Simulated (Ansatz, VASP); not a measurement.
# TeW in VASP and in Ansatz

```xyz
2
Lattice="3.3253 0.0000 0.0000 -1.6627 2.8798 0.0000 0.0000 0.0000 4.1107" Properties=species:S:1:pos:R:3 pbc="T T T"
Te    0.0000    0.0000    2.0554
W     1.6627    0.9599    0.0000
```

Change from the starting cell: species swapped into the AgPt type (P-6m2, No. 187).

Alike in both runs: functional PBE; k mesh 7 × 7 × 4; occupations gaussian, width 0.2 eV; no spin polarisation.

Ansatz relaxed the structure, and its values are those at the end. VASP's run is a single point on that final structure, the one shown.

|  | VASP | Ansatz |
| --- | --- | --- |
| version | VASP 6.6.1 | Ansatz 0.2.0 |
| potentials or method | VASP PAW PBE potentials, release 64 (Te, W_sv), cutoff 500 eV | scalar-relativistic, plane waves, PAW |
| valence electrons in the cell | 20 | 30 |

|  | VASP | Ansatz | Ansatz less VASP |
| --- | --- | --- | --- |
| gap on the k mesh at the Fermi level (eV) | none | none | - |
| pressure (GPa) | 0.2 | 0.2 | +0.01 |

A gap of «none» marks a metal or a gap that the smearing closes. VASP's potentials hold 20 valence electrons a cell and Ansatz's 30, so a difference there can come from the potentials and not from the codes.

The k mesh is coarse, so the values compare programs but aren't converged. Spin-orbit coupling is off throughout.
